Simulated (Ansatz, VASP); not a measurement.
## GeSb2Te4: VASP beside Ansatz

```xyz
7
Lattice="0.0000 4.3748 6.7678 4.0375 0.0000 6.7678 4.0375 4.3748 0.0000" Properties=species:S:1:pos:R:3 pbc="T T T"
Ge    4.0375    4.3748    4.3577
Sb    4.0375    1.4321    7.2919
Sb    4.0375    7.3176    7.2919
Te    6.0510    4.3748    9.1029
Te    2.0241    4.3748    9.1029
Te    6.0563    6.5622   11.9606
Te    2.0188    2.1874    5.1929
```

Alike in both runs: functional PBE; k mesh 3 × 3 × 3; occupations gaussian, width 0.2 eV; no spin polarisation.

Ansatz relaxed the structure, and its values are those at the end. VASP's run is a single point on that final structure, the one shown.

|  | VASP | Ansatz |
| --- | --- | --- |
| version | VASP 6.6.1 | Ansatz 0.2.0 |
| potentials or method | VASP PAW PBE potentials, release 64 (Ge_d, Sb, Te), cutoff 520 eV | scalar-relativistic, plane waves, PAW |
| valence electrons in the cell | 48 | 108 |

|  | VASP | Ansatz | Ansatz less VASP |
| --- | --- | --- | --- |
| gap on the k mesh at the Fermi level (eV) | none | none | - |
| pressure (GPa) | 0.0 | 0.0 | +0.01 |
| rms of the force components (eV/Å) | 0.015 | 0.013 | -0.0018 |

A gap of «none» marks a metal or a gap that the smearing closes. With one functional, cell and mesh, what is left measures potentials, basis and numerics. VASP's potentials hold 48 valence electrons a cell and Ansatz's 108, so a difference there can come from the potentials and not from the codes.

The k mesh is coarse, so the values compare programs but aren't converged. Neither program's run includes spin-orbit coupling.
